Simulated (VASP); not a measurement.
# BeTe (F-43m) in VASP: notebook, part 2 of 2

VASP 6.6.1. Earlier steps stand in the parts before.

## 3. Single point, LDA

This run uses another cell than the first one, of 22.53 Å³/atom, 1.019 times its volume.

File INCAR:

```
SYSTEM = BeTe
  ALGO = Normal
  EDIFF = 1E-6
  ENCUT = 520
  GGA = CA
  ISIF = 2
  ISMEAR = -1
  LASPH = .TRUE.
  LCHARG = .FALSE.
  LREAL = .FALSE.
  LWAVE = .FALSE.
  NBANDS = 11
  NELM = 60
  PREC = Accurate
  SIGMA = 0.05
```

File KPOINTS:

```
k-points
0
G
  8 8 8
  0 0 0
```

File POSCAR:

```
BeTe
1.0
    0.0000000000      2.8243275181      2.8243275181
    2.8243275181      0.0000000000      2.8243275181
    2.8243275181      2.8243275181      0.0000000000
Te Be
1 1
Direct
    0.7500000000      0.7500000000      0.7500000000
    0.0000000000      0.0000000000      0.0000000000
```

Potentials or basis: VASP PAW LDA potentials, release 64 (Te, Be).

On the command line:

```bash
cat potpaw_LDA.64/Te/POTCAR potpaw_LDA.64/Be/POTCAR > POTCAR
mpirun -np 1 vasp_std > vasp.out
```

OUTCAR:

```text
SYSTEM = BeTe
   EDIFF = 1E-6
   ENCUT = 520
   GGA = CA
   ISIF = 2
   ISMEAR = -1
   LASPH = .TRUE.
   LREAL = .FALSE.
   NELM = 60
   PREC = Accurate

 ion  position               nearest neighbor table
   1  0.750  0.750  0.750-   2 2.45   2 2.45   2 2.45   2 2.45
   2  0.000  0.000  0.000-   1 2.45   1 2.45   1 2.45   1 2.45

  LATTYP: Found a face centered cubic cell.
 ALAT       =     5.6486550362

  Lattice vectors:

 A1 = (   0.0000000000,   2.8243275181,   2.8243275181)
 A2 = (   2.8243275181,   0.0000000000,   2.8243275181)
 A3 = (   2.8243275181,   2.8243275181,   0.0000000000)

Analysis of symmetry for initial positions (statically):
=====================================================================
 Subroutine PRICEL returns:
 Original cell was already a primitive cell.

 Routine SETGRP: Setting up the symmetry group for a
 face centered cubic supercell.

 Subroutine GETGRP returns: Found 24 space group operations
 (whereof 24 operations were pure point group operations)
 out of a pool of 48 trial point group operations.

The static configuration has the point symmetry T_d .

Analysis of symmetry for dynamics (positions and initial velocities):
=====================================================================
 Subroutine PRICEL returns:
 Original cell was already a primitive cell.

 Routine SETGRP: Setting up the symmetry group for a
 face centered cubic supercell.

 Subroutine GETGRP returns: Found 24 space group operations
 (whereof 24 operations were pure point group operations)
 out of a pool of 48 trial point group operations.

The dynamic configuration has the point symmetry T_d .

 Subroutine INISYM returns: Found 24 space group operations
 (whereof 24 operations are pure point group operations),
 and found     1 'primitive' translations

----------------------------------------------------------------------------------------

                                     Primitive cell

  volume of cell :      45.0583

  direct lattice vectors                    reciprocal lattice vectors
     0.000000000  2.824327518  2.824327518    -0.177033293  0.177033293  0.177033293
     2.824327518  0.000000000  2.824327518     0.177033293 -0.177033293  0.177033293
     2.824327518  2.824327518  0.000000000     0.177033293  0.177033293 -0.177033293

  length of vectors
     3.994202281  3.994202281  3.994202281     0.306630657  0.306630657  0.306630657

  position of ions in fractional coordinates (direct lattice)
     0.750000000  0.750000000  0.750000000
     0.000000000  0.000000000  0.000000000

  ion indices of the primitive-cell ions
   primitive index   ion index
                 1           1
                 2           2

----------------------------------------------------------------------------------------

 KPOINTS: k-points

Automatic generation of k-mesh.
 Grid dimensions read from file:
 generate k-points for:    8    8    8

 Generating k-lattice:

  Cartesian coordinates                     Fractional coordinates (reciprocal lattice)
    -0.022129162  0.022129162  0.022129162     0.125000000  0.000000000  0.000000000
     0.022129162 -0.022129162  0.022129162     0.000000000  0.125000000  0.000000000
     0.022129162  0.022129162 -0.022129162     0.000000000  0.000000000  0.125000000

  Length of vectors
     0.038328832  0.038328832  0.038328832

  Shift w.r.t. Gamma in fractional coordinates (k-lattice)
     0.000000000  0.000000000  0.000000000

 Subroutine IBZKPT returns following result:
 ===========================================

 Found     29 irreducible k-points:

 Following reciprocal coordinates:
            Coordinates               Weight
  0.000000  0.000000  0.000000      1.000000
  0.125000  0.000000  0.000000      8.000000
  0.250000  0.000000  0.000000      8.000000
  0.375000  0.000000  0.000000      8.000000
  0.500000  0.000000  0.000000      4.000000
  0.125000  0.125000  0.000000      6.000000
[... 16 lines left out ...]
  0.500000  0.250000  0.125000     48.000000
 -0.375000  0.250000  0.125000     24.000000
 [... further k-points ...]
   k-points           NKPTS =     29   k-points in BZ     NKDIM =     29   number of bands    NBANDS=     11
   number of dos      NEDOS =    301   number of ions     NIONS =      2
   total plane-waves  NPLWV =  27000
   dimension x,y,z NGX =    30 NGY =   30 NGZ =   30
   dimension x,y,z NGXF=    60 NGYF=   60 NGZF=   60
   ions per type =               1   1
   NGX,Y,Z   is equivalent  to a cutoff of  12.49, 12.49, 12.49 a.u.
   NGXF,Y,Z  is equivalent  to a cutoff of  24.97, 24.97, 24.97 a.u.
 SYSTEM =  BeTe
   PREC   = accura    normal or accurate (medium, high low for compatibility)
   ISTART =      0    job   : 0-new  1-cont  2-samecut
   ICHARG =      2    charge: 1-file 2-atom 10-const
   ISPIN  =      1    spin polarized calculation?
   LNONCOLLINEAR =      F non collinear calculations
   LSORBIT =      F    spin-orbit coupling
   LASPH  =      T    aspherical Exc in radial PAW
   ENCUT  =  520.0 eV  38.22 Ry    6.18 a.u.   7.43  7.43  7.43*2*pi/ulx,y,z
   NELM   =     60;   NELMIN=  2; NELMDL= -5     # of ELM steps
   EDIFF  = 0.1E-05   stopping-criterion for ELM
   LREAL  =      F    real-space projection
   EDIFFG = 0.1E-04   stopping-criterion for IOM
   NSW    =      0    number of steps for IOM
   IBRION =     -1    ionic relax: 0-MD 1-quasi-New 2-CG
   NFREE  =      0    steps in history (QN), initial steepest desc. (CG)
   ISIF   =      2    stress and relaxation
   ISYM   =      2    0-nonsym 1-usesym 2-fastsym
   POTIM  = 0.5000    time-step for ionic-motion
   TEBEG  =    0.0;   TEEND  =   0.0 temperature during run
   PSTRESS=    0.0 pullay stress
   NELECT =       8.0000    total number of electrons
   NUPDOWN=      -1.0000    fix difference up-down
   EMIN   =  10.00;   EMAX   =-10.00  energy-range for DOS
   EFERMI =   0.00;   METHOD = LEGACY
   ISMEAR =    -1;   SIGMA  =   0.05  broadening in eV -4-tet -1-fermi 0-gaus
   EFERMI_NEDOS =   21; number of points for ismear=-14 and -15
   IALGO  =     38    algorithm
   IMIX   =      4    mixing-type and parameters
     AMIX     =   0.40;   BMIX     =  1.00
     AMIX_MAG =   1.60;   BMIX_MAG =  1.00
  volume/ion in A,a.u.               =      22.53       152.03
  Fermi-wavevector in a.u.,A,eV,Ry     =   0.920124  1.738783 11.519080  0.846628
  Thomas-Fermi vector in A             =   2.045395
   LORBIT       =      0    0 simple, 1 ext, 2 COOP (PROOUT), +10 PAW based schemes
   GGA     = CA    functional components
   LHFCALC =     F    Hartree Fock is set to
   AEXX    =    0.0000 exact exchange contribution
   IVDW    =     0    specifies the selected vdW correction
   LEPSILON=     F    determine dielectric tensor
   LRPA    =     F    only Hartree local field effects (RPA)
 non-spin polarized calculation
  energy-cutoff  :      520.00
  volume of cell :       45.06
 maximum number of plane-waves:      1243
 NGX is ok and might be reduce to    30
   NGX = 15   NGY = 15   NGZ = 15

 number of electron       8.0000000 magnetization

 Free energy of the ion-electron system (eV)
  ---------------------------------------------------
  ext. energy  EPLUGINS =         0.00000000
  ---------------------------------------------------
  free energy    TOTEN  =        -8.70901694 eV

  energy without entropy =       -8.70901694  energy(sigma->0) =       -8.70901694

 E-fermi :   5.8164     XC(G=0):  -9.2359

 val. band max:        4.8427648302   @ k =   0.0000   0.0000   0.0000
 cond. band min:       6.7326746770   @ k =   0.5000   0.5000   0.0000
 fundamental gap:      1.8899098468
 Fermi energy:         5.8164348269

 k-point     1 :       0.0000    0.0000    0.0000
  band No.  band energies     occupation
      1      -7.4185      2.00000
      2       4.8428      2.00000
      3       4.8428      2.00000
      4       4.8428      2.00000
      5       8.4342      0.00000
      6       8.4342      0.00000
      7       8.4342      0.00000
      8       8.5020      0.00000
      9      12.9980      0.00000
     10      15.0613      0.00000
     11      15.0613      0.00000
[... 309 lines left out ...]
 k-point    24 :      -0.3750    0.2500    0.1250
  band No.  band energies     occupation
      1      -5.8763      2.00000
      2      -0.2111      2.00000
      3       1.9827      2.00000
      4       2.9615      2.00000
      5       8.9665      0.00000
      6       9.1899      0.00000
      7      11.4309      0.00000
      8      12.4794      0.00000
      9      13.2180      0.00000
     10      16.2702      0.00000
     11      16.5879      0.00000

 [... further k-points ...]

------------------------ aborting loop because EDIFF is reached ----------------------------------------

  FORCE on cell =-STRESS in cart. coord.  units (eV):
  Direction    XX          YY          ZZ          XY          YZ          ZX
  --------------------------------------------------------------------------------------
  -------------------------------------------------------------------------------------
  Total       -0.7527411     -0.7527411     -0.7527411     -0.0000000      0.0000000      0.0000000
  in kB      -26.7658516    -26.7658516    -26.7658516     -0.0000000      0.0000000      0.0000000
  external PRESSURE =     -26.7658516 kB  Pullay stress =       0.0000000 kB

 VOLUME and BASIS-vectors are now :
 -----------------------------------------------------------------------------
  energy-cutoff  :      520.00
  volume of cell :       45.06
      direct lattice vectors                 reciprocal lattice vectors
     0.000000000  2.824327518  2.824327518    -0.177033293  0.177033293  0.177033293
     2.824327518  0.000000000  2.824327518     0.177033293 -0.177033293  0.177033293
     2.824327518  2.824327518  0.000000000     0.177033293  0.177033293 -0.177033293

 POSITION                                       TOTAL-FORCE (eV/Angst)
 -----------------------------------------------------------------------------------
      4.23649      4.23649      4.23649        -0.000000      0.000000      0.000000
      0.00000      0.00000      0.00000         0.000000     -0.000000     -0.000000
 -----------------------------------------------------------------------------------
    total drift:                               -0.000000     -0.000000     -0.000000

  FREE ENERGIE OF THE ION-ELECTRON SYSTEM (eV)
  ---------------------------------------------------
  free  energy   TOTEN  =        -8.7090169435 eV

  energy  without entropy=       -8.7090169434  energy(sigma->0) =       -8.70901694
```

stdout:

```text
POSCAR found type information on POSCAR TeBe
 POSCAR found :  2 types and       2 ions
 scaLAPACK will be used
 LDA part: xc-table for (Slater(with rela. corr.)+CA(PZ))
 , standard interpolation
 POSCAR, INCAR and KPOINTS ok, starting setup
 FFT: planning ... GRIDC
 FFT: planning ... GRID_SOFT
 FFT: planning ... GRID
 WAVECAR not read
 entering main loop
```

It took 21 s on 1 thread of AMD EPYC 7R13, shared host; peak memory 0.12 GiB.

What came out:

```yaml
Free_energy: -8.7090 eV
Pressure: -2.7 GPa
Band_gap_on_the_k_mesh: 1.89 eV, indirect (least direct gap 3.59 eV)
```

Caveat: spin-orbit coupling is left out, which moves the levels of the heavy elements.
